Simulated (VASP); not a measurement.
# Fe (Im-3m) in VASP: a series of runs

Runs on Fe. Level: r2SCAN. Tasks: single point.

Program: VASP 6.6.1. These are calculated values, not measurements. Logs are shortened: lines on timing, memory, paths and dates and some standing lists are left out, and cuts for length are marked.

## (1) The cell of the first run

It takes space group Im-3m (No. 229, cubic). Conventional cell: a = 2.910 Å, b = 2.910 Å, c = 2.910 Å, α = 90.00°, β = 90.00°, γ = 90.00°. Within 3.3 Å of Fe (site symmetry m-3m) lie 14 Fe at 2.52 to 2.91 Å.

## (2) Single point, r2SCAN, collinear spin, ferromagnetic start

Input file POSCAR:

```
Fe
1.0
   -2.9100000000      2.9100000000      2.9100000000
    1.4550000000     -1.4550000000      1.4550000000
    1.4550000000      1.4550000000     -1.4550000000
Fe
2
Direct
    0.0000000000      0.0000000000      0.0000000000
    0.5000000000      0.0000000000      0.0000000000
```

Input file INCAR.step1:

```
SYSTEM = Fe
ALGO = Normal ; EDIFF = 1E-4
ENCUT = 520 ; GGA = PE
ISMEAR = -1 ; ISPIN = 2
LASPH = .TRUE. ; LCHARG = .FALSE.
LMAXMIX = 4 ; LREAL = .FALSE.
LWAVE = .TRUE. ; MAGMOM = 3.17 3.17
NBANDS = 19 ; NELM = 150
PREC = Accurate ; SIGMA = 0.1
```

Input file INCAR.step2:

```
SYSTEM = Fe
ALGO = Normal ; EDIFF = 1E-6
ENCUT = 520 ; ISIF = 2
ISMEAR = -1 ; ISPIN = 2
ISTART = 1 ; LASPH = .TRUE.
LCHARG = .TRUE. ; LELF = .TRUE.
LMAXMIX = 4 ; LMIXTAU = .TRUE.
LORBIT = 11 ; LREAL = .FALSE.
LVHAR = .TRUE. ; LWAVE = .FALSE.
MAGMOM = 3.17 3.17 ; METAGGA = R2SCAN
NBANDS = 19 ; NELM = 150
PREC = Accurate ; SIGMA = 0.1
```

Input file KPOINTS:

```
k-points
0
G
  7 14 14
  0 0 0
```

Potentials or basis: VASP PAW PBE potentials, release 64 (Fe).

Command:

```
$ cat potpaw_PBE.64/Fe/POTCAR > POTCAR
$ cp INCAR.step1 INCAR
$ mpirun -np 1 vasp_std > vasp.out
$ cp INCAR.step2 INCAR
$ mpirun -np 1 vasp_std > vasp.out
```

OUTCAR:

```text
SYSTEM = Fe
   EDIFF = 1E-6
   ENCUT = 520
   ISIF = 2
   ISMEAR = -1
   ISPIN = 2
   ISTART = 1
   LASPH = .TRUE.
   LORBIT = 11
   LREAL = .FALSE.
   METAGGA = R2SCAN
   NELM = 150
   PREC = Accurate

 ion  position               nearest neighbor table
   1  0.000  0.000  0.000-   2 2.52   2 2.52   2 2.52   2 2.52   2 2.91   2 2.91   2 2.91   2 2.91

   2  0.500  0.000  0.000-   1 2.52   1 2.52   1 2.52   1 2.52   1 2.91   1 2.91   1 2.91   1 2.91

  LATTYP: Found a base centered orthorhombic cell.
 ALAT       =     2.9100000000
 B/A-ratio  =     1.4142135624
 C/A-ratio  =     1.4142135624

  Lattice vectors:

 A1 = (   1.4550000000,  -1.4550000000,   1.4550000000)
 A2 = (   1.4550000000,   1.4550000000,  -1.4550000000)
 A3 = (   0.0000000000,   2.9100000000,   2.9100000000)

Analysis of symmetry for initial positions (statically):
=====================================================================
 Subroutine PRICEL returns following result:

  LATTYP: Found a body centered cubic cell.
 ALAT       =     2.9100000000

  Lattice vectors:

 A1 = (  -1.4550000000,   1.4550000000,   1.4550000000)
 A2 = (   1.4550000000,  -1.4550000000,   1.4550000000)
 A3 = (   1.4550000000,   1.4550000000,  -1.4550000000)

   2 primitive cells build up your supercell.

 Routine SETGRP: Setting up the symmetry group for a
 base centered orthorhombic supercell.

 Subroutine GETGRP returns: Found  8 space group operations
 (whereof  8 operations were pure point group operations)
 out of a pool of  8 trial point group operations.

The static configuration has the point symmetry D_2h.

Analysis of symmetry for dynamics (positions and initial velocities):
=====================================================================
 Subroutine PRICEL returns following result:

  LATTYP: Found a body centered cubic cell.
 ALAT       =     2.9100000000

  Lattice vectors:

 A1 = (  -1.4550000000,   1.4550000000,   1.4550000000)
 A2 = (   1.4550000000,  -1.4550000000,   1.4550000000)
 A3 = (   1.4550000000,   1.4550000000,  -1.4550000000)

   2 primitive cells build up your supercell.

 Routine SETGRP: Setting up the symmetry group for a
 base centered orthorhombic supercell.

 Subroutine GETGRP returns: Found  8 space group operations
 (whereof  8 operations were pure point group operations)
 out of a pool of  8 trial point group operations.

The dynamic configuration has the point symmetry D_2h.

Analysis of structural, dynamic, and magnetic symmetry:
=====================================================================
 Subroutine PRICEL returns following result:

  LATTYP: Found a body centered cubic cell.
 ALAT       =     2.9100000000

  Lattice vectors:

 A1 = (  -1.4550000000,   1.4550000000,   1.4550000000)
 A2 = (   1.4550000000,  -1.4550000000,   1.4550000000)
 A3 = (   1.4550000000,   1.4550000000,  -1.4550000000)

   2 primitive cells build up your supercell.

 Routine SETGRP: Setting up the symmetry group for a
 base centered orthorhombic supercell.

 Subroutine GETGRP returns: Found  8 space group operations
 (whereof  8 operations were pure point group operations)
 out of a pool of  8 trial point group operations.

The overall configuration has the point symmetry D_2h.

 Subroutine INISYM returns: Found  8 space group operations
 (whereof  8 operations are pure point group operations),
 and found     2 'primitive' translations

----------------------------------------------------------------------------------------

                                     Primitive cell

  volume of cell :      12.3211

  direct lattice vectors                    reciprocal lattice vectors
    -1.455000000  1.455000000  1.455000000     0.000000000  0.343642612  0.343642612
     1.455000000 -1.455000000  1.455000000     0.343642612  0.000000000  0.343642612
     1.455000000  1.455000000 -1.455000000     0.343642612  0.343642612  0.000000000

  length of vectors
     2.520133925  2.520133925  2.520133925     0.485984042  0.485984042  0.485984042

  position of ions in fractional coordinates (direct lattice)
     0.000000000  0.000000000  0.000000000

  ion indices of the primitive-cell ions
   primitive index   ion index
                 1           1

----------------------------------------------------------------------------------------

 KPOINTS: k-points

Automatic generation of k-mesh.
 Grid dimensions read from file:
 generate k-points for:    7   14   14

 Generating k-lattice:

  Cartesian coordinates                     Fractional coordinates (reciprocal lattice)
     0.000000000  0.024545901  0.024545901     0.142857143  0.000000000  0.000000000
     0.024545901  0.000000000  0.024545901     0.000000000  0.071428571  0.000000000
     0.024545901  0.024545901  0.000000000     0.000000000  0.000000000  0.071428571

  Length of vectors
     0.034713146  0.034713146  0.034713146

  Shift w.r.t. Gamma in fractional coordinates (k-lattice)
     0.000000000  0.000000000  0.000000000

 Subroutine IBZKPT returns following result:
 ===========================================

 Found    228 irreducible k-points:

 Following reciprocal coordinates:
            Coordinates               Weight
  0.000000  0.000000  0.000000      1.000000
  0.142857  0.000000  0.000000      2.000000
  0.285714  0.000000  0.000000      2.000000
  0.428571  0.000000  0.000000      2.000000
  0.000000  0.071429  0.000000      8.000000
  0.142857  0.071429  0.000000      8.000000
[... 16 lines left out ...]
  0.428571  0.357143  0.000000      8.000000
 -0.428571  0.357143  0.000000      8.000000
 [... further k-points ...]
   k-points           NKPTS =    228   k-points in BZ     NKDIM =    228   number of bands    NBANDS=     19
   number of dos      NEDOS =    301   number of ions     NIONS =      2
   total plane-waves  NPLWV =  16000
   dimension x,y,z NGX =    40 NGY =   20 NGZ =   20
   dimension x,y,z NGXF=    80 NGYF=   40 NGZF=   40
   ions per type =               2
   NGX,Y,Z   is equivalent  to a cutoff of  13.19, 13.19, 13.19 a.u.
   NGXF,Y,Z  is equivalent  to a cutoff of  26.39, 26.39, 26.39 a.u.
 SYSTEM =  Fe
   PREC   = accura    normal or accurate (medium, high low for compatibility)
   ISTART =      1    job   : 0-new  1-cont  2-samecut
   ICHARG =      0    charge: 1-file 2-atom 10-const
   ISPIN  =      2    spin polarized calculation?
   LNONCOLLINEAR =      F non collinear calculations
   LSORBIT =      F    spin-orbit coupling
   LASPH  =      T    aspherical Exc in radial PAW
   ENCUT  =  520.0 eV  38.22 Ry    6.18 a.u.   9.37  4.69  4.69*2*pi/ulx,y,z
   NELM   =    150;   NELMIN=  2; NELMDL=  0     # of ELM steps
   EDIFF  = 0.1E-05   stopping-criterion for ELM
   LREAL  =      F    real-space projection
   EDIFFG = 0.1E-04   stopping-criterion for IOM
   NSW    =      0    number of steps for IOM
   IBRION =     -1    ionic relax: 0-MD 1-quasi-New 2-CG
   NFREE  =      0    steps in history (QN), initial steepest desc. (CG)
   ISIF   =      2    stress and relaxation
   ISYM   =      2    0-nonsym 1-usesym 2-fastsym
   POTIM  = 0.5000    time-step for ionic-motion
   TEBEG  =    0.0;   TEEND  =   0.0 temperature during run
   PSTRESS=    0.0 pullay stress
   NELECT =      16.0000    total number of electrons
   NUPDOWN=      -1.0000    fix difference up-down
   EMIN   =  10.00;   EMAX   =-10.00  energy-range for DOS
   EFERMI =   0.00;   METHOD = LEGACY
   ISMEAR =    -1;   SIGMA  =   0.10  broadening in eV -4-tet -1-fermi 0-gaus
   EFERMI_NEDOS =   21; number of points for ismear=-14 and -15
   IALGO  =     38    algorithm
   IMIX   =      4    mixing-type and parameters
     AMIX     =   0.40;   BMIX     =  1.00
     AMIX_MAG =   1.60;   BMIX_MAG =  1.00
  volume/ion in A,a.u.               =      12.32        83.15
  Fermi-wavevector in a.u.,A,eV,Ry     =   1.417605  2.678885 27.342313  2.009603
  Thomas-Fermi vector in A             =   2.538817
   LORBIT       =     11    0 simple, 1 ext, 2 COOP (PROOUT), +10 PAW based schemes
   METAGGA = R2SCAN    functional components
   LHFCALC =     F    Hartree Fock is set to
   AEXX    =    0.0000 exact exchange contribution
   IVDW    =     0    specifies the selected vdW correction
   LEPSILON=     F    determine dielectric tensor
   LRPA    =     F    only Hartree local field effects (RPA)
 spin polarized calculation
  energy-cutoff  :      520.00
  volume of cell :       24.64
 maximum number of plane-waves:       698
 NGX is ok and might be reduce to    40
   NGX = 19   NGY =  9   NGZ =  9

 number of electron      15.9999989 magnetization       5.4437827

 Free energy of the ion-electron system (eV)
  ---------------------------------------------------
  ext. energy  EPLUGINS =         0.00000000
  ---------------------------------------------------
  free energy    TOTEN  =       -28.71297423 eV

  energy without entropy =      -28.65979939  energy(sigma->0) =      -28.68638681

 E-fermi :   5.1407     XC(G=0): -13.7361

 val. band max:        5.1318972278   @ k =   0.4286  -0.2857   0.1429
 cond. band min:       5.1593860786   @ k =   0.1429  -0.2143   0.0714
 fundamental gap:      0.0274888509
 Fermi energy:         5.1406585192

 spin component 1

 k-point     1 :       0.0000    0.0000    0.0000
  band No.  band energies     occupation
      1      -3.1977      1.00000
      2      -0.1272      1.00000
      3       1.0848      1.00000
      4       1.9993      1.00000
      5       1.9994      1.00000
      6       1.9994      1.00000
[... 11 lines left out ...]
     18      30.2066      0.00000
     19      30.2066      0.00000
[... 489 lines left out ...]
      3       1.3277      1.00000
      4       1.4547      1.00000
      5       1.7023      1.00000
      6       1.7327      1.00000
[... 11 lines left out ...]
     18      25.9527      0.00000
     19      30.2631      0.00000

 [... further k-points ...]

 spin component 2

 k-point     1 :       0.0000    0.0000    0.0000
  band No.  band energies     occupation
      1      -3.8101      1.00000
      2       1.7978      1.00000
      3       4.1893      0.99993
      4       5.0384      0.73546
      5       5.5228      0.02142
      6       5.5229      0.02141
[... 11 lines left out ...]
     18      29.8603      0.00000
     19      29.8604      0.00000
[... 489 lines left out ...]
      3       3.8523      1.00000
      4       3.8878      1.00000
      5       4.5786      0.99639
      6       4.6920      0.98887
[... 11 lines left out ...]
     18      27.1967      0.00000
     19      30.6788      0.00000

 [... further k-points ...]
[... 5 lines left out ...]
  --------------------------------------------------------------------------------------
  -------------------------------------------------------------------------------------
  Total       -1.0388979     -1.0388766     -1.0388766      0.0000000     -0.0000461      0.0000000
  in kB      -67.5467520    -67.5453684    -67.5453684      0.0000000     -0.0030003      0.0000000
  external PRESSURE =     -67.5458296 kB  Pullay stress =       0.0000000 kB

 VOLUME and BASIS-vectors are now :
 -----------------------------------------------------------------------------
  energy-cutoff  :      520.00
  volume of cell :       24.64
      direct lattice vectors                 reciprocal lattice vectors
    -2.910000000  2.910000000  2.910000000     0.000000000  0.171821306  0.171821306
     1.455000000 -1.455000000  1.455000000     0.343642612  0.000000000  0.343642612
     1.455000000  1.455000000 -1.455000000     0.343642612  0.343642612  0.000000000

 POSITION                                       TOTAL-FORCE (eV/Angst)
 -----------------------------------------------------------------------------------
      0.00000      0.00000      0.00000         0.000000      0.000000     -0.000000
     -1.45500      1.45500      1.45500        -0.000000     -0.000000      0.000000
 -----------------------------------------------------------------------------------
    total drift:                               -0.000000     -0.000000      0.000000

  FREE ENERGIE OF THE ION-ELECTRON SYSTEM (eV)
  ---------------------------------------------------
  free  energy   TOTEN  =       -28.7129742333 eV

  energy  without entropy=      -28.6597993861  energy(sigma->0) =      -28.68638681

 total charge

# of ion       s       p       d       tot
------------------------------------------
    1        0.463   0.516   6.131   7.110
    2        0.463   0.516   6.131   7.110
--------------------------------------------------
tot          0.925   1.033  12.262  14.220

 magnetization (x)

# of ion       s       p       d       tot
------------------------------------------
    1       -0.009  -0.110   2.922   2.803
    2       -0.009  -0.110   2.922   2.803
--------------------------------------------------
tot         -0.019  -0.220   5.845   5.605
```

Run time: 8.9 min. Hardware: 1 thread of Intel Xeon Platinum 8259CL at 2.50GHz (Skylake/Cascade Lake), shared host; peak memory 0.28 GiB.

What came out:

| Property | Result |
| --- | --- |
| Free energy | -28.7130 eV |
| Pressure | -6.8 GPa |
| Net moment | 5.44 μB per cell |
| Site moments | Fe +2.80 μB |
| Valence electrons inside the program's atomic spheres | Fe 7.11 |

Levels at points of the mesh, in eV from the Fermi level:
Spin up:
```csv
k point,band 8,band 9,band 10,band 11,band 12,band 13,band 14,band 15
"(0.00, 0.00, 0.00)",-2.02,-1.99,-1.88,-0.79,0.47,6.35,18.27,19.39
"(0.00, 0.50, 0.00)",-1.88,-0.79,-0.79,0.47,0.47,6.35,6.35,18.27
"(0.00, 0.50, 0.50)",-1.03,-1.03,-0.79,0.47,6.35,9.51,9.51,9.51
```
Spin down:
| k point | band 1 | band 2 | band 3 | band 4 | band 5 | band 6 | band 7 | band 8 | band 9 | band 10 |
| --- | --- | --- | --- | --- | --- | --- | --- | --- | --- | --- |
| (0.00, 0.00, 0.00) | -8.95 | -3.34 | -0.95 | -0.10 | 0.38 | 0.38 | 0.38 | 2.31 | 2.48 | 2.48 |
| (0.00, 0.50, 0.00) | -3.34 | -3.34 | -0.95 | -0.95 | -0.10 | -0.10 | 2.31 | 2.31 | 2.74 | 2.74 |
| (0.00, 0.50, 0.50) | -3.34 | -2.47 | -2.47 | -0.95 | -0.10 | 2.31 | 2.74 | 2.96 | 2.96 | 2.96 |

Caveat: the cell stands under tension; the PAW data sets were made with another functional, which shifts forces and pressure a little.

## (3) Single point, r2SCAN, collinear spin, ferromagnetic start

POSCAR is that of step 2.

Input file INCAR.step1:

```
SYSTEM = Fe
  PREC = Accurate
  ENCUT = 520
  ISMEAR = -1
  SIGMA = 0.1
  LREAL = .False.
  LASPH = .True.
  NELM = 150
  ISPIN = 2
  MAGMOM = 4 4
  LMAXMIX = 4
  NBANDS = 19
  GGA = PE
  ALGO = Normal
  EDIFF = 1E-4
  LWAVE = .True.
  LCHARG = .False.
```

Input file INCAR.step2:

```
SYSTEM = Fe
  PREC = Accurate
  ENCUT = 520
  EDIFF = 1E-6
  ISMEAR = -1
  SIGMA = 0.1
  LREAL = .False.
  LASPH = .True.
  NELM = 150
  ALGO = Normal
  ISIF = 2
  LWAVE = .False.
  LCHARG = .False.
  ISPIN = 2
  MAGMOM = 4 4
  LORBIT = 11
  LMAXMIX = 4
  METAGGA = R2SCAN
  LMIXTAU = .True.
  NBANDS = 19
  ISTART = 1
```

Input file KPOINTS:

```
Automatic mesh
0
Gamma
  7 14 14
  0 0 0
```

Potentials or basis: VASP PAW PBE potentials, release 64 (Fe).

Command:

```
$ cat potpaw_PBE.64/Fe/POTCAR > POTCAR
$ cp INCAR.step1 INCAR
$ mpirun -np 1 vasp_std > vasp.out
$ cp INCAR.step2 INCAR
$ mpirun -np 1 vasp_std > vasp.out
```

Run time: 8.8 min. Hardware: 1 thread of Intel Xeon Platinum 8259CL at 2.50GHz (Skylake/Cascade Lake), shared host; peak memory 0.28 GiB.

Results (log left out):

* Free energy: -28.7130 eV
* Pressure: -6.7 GPa
* Net moment: 5.44 μB per cell
* Site moments: Fe +2.80 μB
* Valence electrons inside the program's atomic spheres: Fe 7.11

Levels at points of the mesh, in eV from the Fermi level:
Spin up:
```csv
k point,band 8,band 9,band 10,band 11,band 12,band 13,band 14,band 15
"(0.00, 0.00, 0.00)",-2.02,-1.99,-1.88,-0.79,0.47,6.35,18.27,19.39
"(0.00, 0.50, 0.00)",-1.88,-0.79,-0.79,0.47,0.47,6.35,6.35,18.27
"(0.00, 0.50, 0.50)",-1.03,-1.03,-0.79,0.47,6.35,9.51,9.51,9.51
```
Spin down:
| k point | band 3 | band 4 | band 5 | band 6 | band 7 | band 8 |
| --- | --- | --- | --- | --- | --- | --- |
| (0.00, 0.00, 0.00) | -0.95 | -0.10 | 0.38 | 0.38 | 0.38 | 2.31 |
| (0.00, 0.50, 0.00) | -0.95 | -0.95 | -0.10 | -0.10 | 2.31 | 2.31 |
| (0.00, 0.50, 0.50) | -2.47 | -0.95 | -0.10 | 2.31 | 2.74 | 2.96 |

Caveat: the cell stands under tension; the PAW data sets were made with another functional, which shifts forces and pressure a little.
